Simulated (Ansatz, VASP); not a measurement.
# BaTlBr3: VASP beside Ansatz

The input POSCAR:

```
BaTlBr3
1.0
    6.2293863475      0.0000000000      0.0000000000
    0.0000000000      6.2293863475      0.0000000000
    0.0000000000      0.0000000000      6.2293863475
Tl Ba Br
1 1 3
Direct
    0.0000000000      0.0000000000      0.0000000000
    0.5000000000      0.5000000000      0.5000000000
    0.5000000000      0.5000000000      0.0000000000
    0.5000000000      0.0000000000      0.5000000000
    0.0000000000      0.5000000000      0.5000000000
```

Contents of INCAR.step1:

```
SYSTEM = BaTlBr3
PREC = Accurate ; ENCUT = 520
ISMEAR = 0 ; SIGMA = 0.01
LREAL = .False. ; LASPH = .True.
NELM = 60 ; NBANDS = 30
GGA = PE ; ALGO = Normal
EDIFF = 1E-4 ; LWAVE = .True.
LCHARG = .False.
```

Contents of INCAR.step2:

```
SYSTEM = BaTlBr3
PREC = Accurate ; ENCUT = 520
EDIFF = 1E-7 ; ISMEAR = 0
SIGMA = 0.01 ; LREAL = .False.
LASPH = .True. ; NELM = 60
ALGO = Normal ; ISIF = 2
LWAVE = .False. ; LCHARG = .True.
METAGGA = R2SCAN ; LMIXTAU = .True.
LELF = .True. ; LVHAR = .True.
NBANDS = 30 ; ISTART = 1
```

The input KPOINTS:

```
regular mesh
0
Gamma
  4 4 4
  0 0 0
```

Input for Ansatz:

```yaml
crystal:
  lattice:
    - [6.2293863475, 0.0, 0.0]
    - [0.0, 6.2293863475, 0.0]
    - [0.0, 0.0, 6.2293863475]
  atoms:
    - { symbol: Tl, position: [0.0, 0.0, 0.0] }
    - { symbol: Ba, position: [0.5, 0.5, 0.5] }
    - { symbol: Br, position: [0.5, 0.5, 0.0] }
    - { symbol: Br, position: [0.5, 0.0, 0.5] }
    - { symbol: Br, position: [0.0, 0.5, 0.5] }
kpoints:
  mp_grid: { grid: [4, 4, 4] }
hamiltonian:
  xc: r2scan
scf:
  occupations: { method: fixed }
  n_extra_bands: 5
output:
  forces: true
  stress: true
  eigenvalues: true
```

Alike in both runs: task single point; functional r2SCAN; k mesh 4 × 4 × 4; no spin polarisation.

|  | VASP | Ansatz |
| --- | --- | --- |
| version | VASP 6.6.1 | Ansatz 0.2.0 |
| potentials or method | VASP PAW PBE potentials, release 64 (Tl_d, Ba_sv, Br) | plane waves, PAW |
| plane-wave cutoff (eV) | 520 | 500 |
| occupations | gaussian, width 0.01 eV | fixed |
| valence electrons in the cell | 44 | 44 |

```tsv
	VASP	Ansatz	Ansatz less VASP
gap on the k mesh at the Fermi level (eV)	3.43	3.44	+0.005
pressure (GPa)	0.2	0.0	-0.22
```

VASP's potentials were made for PBE, not for r2SCAN.

Neither program's run includes spin-orbit coupling.
